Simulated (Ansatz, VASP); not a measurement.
# One calculation of Ti, two programs

```
Ti
1.0
     0.00000    2.10376    2.05586
     2.10376    0.00000    2.05586
     2.10376    2.10376    0.00000
Ti
1
Cartesian
  0.0000 0.0000 0.0000
```

Change from the starting cell: normal strain along x +0.0233, normal strain along y +0.0233.

Alike in both runs: task single point; functional PBE; k mesh 18 × 18 × 18; occupations gaussian, width 0.15 eV; no spin polarisation.

|  | VASP | Ansatz |
| --- | --- | --- |
| version | VASP 6.6.1 | Ansatz 0.2.0 |
| potentials or method | VASP PAW PBE potentials, release 64 (Ti_sv), cutoff 520 eV | scalar-relativistic, plane waves, PAW |
| valence electrons in the cell | 12 | 12 |

|  | VASP | Ansatz | Ansatz less VASP |
| --- | --- | --- | --- |
| gap on the k mesh at the Fermi level (eV) | none | none | - |
| pressure (GPa) | -4.7 | -4.5 | +0.19 |
| traceless stress, the component that is largest in VASP (GPa) | 0.53 | 0.53 | -0.001 |

A gap of «none» marks a metal or a gap that the smearing closes.
